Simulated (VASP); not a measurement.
Here is a VASP 6.6.1 calculation.

INCAR

```
SYSTEM = GaN
PREC     = Accurate       ! precision mode
ENCUT    = 600            ! plane-wave cutoff, eV
EDIFF    = 1E-6           ! SCF threshold, eV
ISMEAR   = 0              ! smearing method
SIGMA    = 0.03           ! smearing width, eV
LREAL    = .FALSE.        ! projectors in reciprocal space
LASPH    = .TRUE.         ! aspherical terms in the spheres
NELM     = 120            ! most SCF steps
ALGO     = Normal         ! electronic algorithm
ISIF     = 2              ! what is computed and relaxed
LWAVE    = .FALSE.        ! write WAVECAR
LCHARG   = .TRUE.         ! write CHGCAR
GGA      = PS             ! functional
LELF     = .TRUE.         ! ELF
LVHAR    = .TRUE.       
NBANDS   = 16             ! bands
GGA_COMPAT= .FALSE.
```

KPOINTS

```
Automatic mesh
0
G
  12 12 12
  0 0 0
```

Contents of POSCAR:

```
GaN
1.0
    0.0000000000      2.0521624233      2.0521624233
    2.0521624233      0.0000000000      2.0521624233
    2.0521624233      2.0521624233      0.0000000000
Ga N
1 1
Direct
    0.0000000000      0.0000000000      0.0000000000
    0.5000000000      0.5000000000      0.5000000000
```

Potentials or basis: VASP PAW PBE potentials, release 64 (Ga_d, N).

Run with:

```sh
$ cat potpaw_PBE.64/Ga_d/POTCAR potpaw_PBE.64/N/POTCAR > POTCAR
$ mpirun -np 1 vasp_std > vasp.out
```

What does it give for the pressure?

23.7 GPa.

Predict the band gap on the k mesh.

1.08 eV (least direct gap 3.92 eV).

Caveat: the cell stands under pressure; the PAW data sets were made with another functional, which shifts forces and pressure a little. A k mesh can miss the band edges.
